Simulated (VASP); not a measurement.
Wanted: the native input for a VASP 6.6.1 run.

- Task: single point
- Functional: PBE
- Potentials or basis: VASP PAW PBE potentials, release 64 (Cr_pv)
- Cutoff: 520 eV
- k mesh: 13 × 13 × 13
- Occupations: methfessel-paxton, width 0.1 eV
- Spin: collinear spin, ferromagnetic start
- Starting moments: [2.12] μB
- Fixed moment: 2.2 μB
- Dipole correction: no
- Further INCAR settings: ALGO = Normal; EDIFF = 1e-07; NBANDS = 16

The structure of Cr lies in POSCAR:

```
Cr
1.0
   -1.4419500000      1.4419500000      1.4419500000
    1.4419500000     -1.4419500000      1.4419500000
    1.4419500000      1.4419500000     -1.4419500000
Cr
1
Direct
    0.0000000000      0.0000000000      0.0000000000
```

The input as run:

INCAR

```
SYSTEM = Cr
PREC = Accurate
ENCUT = 520
EDIFF = 1E-7
ISMEAR = 1
SIGMA = 0.1
LREAL = .False.
LASPH = .True.
NELM = 150
ALGO = Normal
ISIF = 2
LWAVE = .False.
LCHARG = .False.
ISPIN = 2
MAGMOM = 2.12
LORBIT = 11
NUPDOWN = 2.2
LMAXMIX = 4
GGA = PE
NBANDS = 16
```

KPOINTS

```
Automatic mesh
0
Gamma
  13 13 13
  0 0 0
```

Potentials or basis: VASP PAW PBE potentials, release 64 (Cr_pv).

The run is started by

```console
$ cat potpaw_PBE.64/Cr_pv/POTCAR > POTCAR
$ mpirun -np 1 vasp_std > vasp.out
```

Results of the run:

```yaml
Pressure: 23.8 GPa
Net_moment: 2.20 μB per cell
Site_moments: Cr +2.04 μB
Valence_electrons_inside_the_program's_atomic_spheres: Cr 11.02
```

Caveat: the total moment is fixed, so each spin has its own Fermi level.

It took 16 s on 1 thread of Intel(R) Xeon(R) 6975P-C (Granite Rapids), with other jobs on the host, peak memory 0.14 GiB.
